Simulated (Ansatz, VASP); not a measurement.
BAs in VASP and in Ansatz

```
B As
1.0
     0.00000    2.40963    2.40963
     2.40963    0.00000    2.40963
     2.40963    2.40963    0.00000
B As
1 1
Cartesian
  3.6144 3.6144 3.6144
  0.0000 0.0000 0.0000
```

Alike in both runs: task single point; functional LDA; k mesh 11 × 11 × 11; occupations fermi-dirac, width 0.01 eV; no spin polarisation.

```csv
,VASP,Ansatz
version,VASP 6.6.1,Ansatz 0.2.0
potentials or method,"VASP PAW LDA potentials, release 64 (B, As), cutoff 520 eV","all-electron LAPW, scalar-relativistic"
```

```csv
,VASP,Ansatz,Ansatz less VASP
gap on the k mesh at the Fermi level (eV),1.17,1.18,+0.008
pressure (GPa),-6.5,-7.2,-0.74
```

LDA's correlation is that of Perdew and Zunger in VASP and of Perdew and Wang (1992) in Ansatz. Ansatz ran all-electron here, and VASP with PAW potentials.
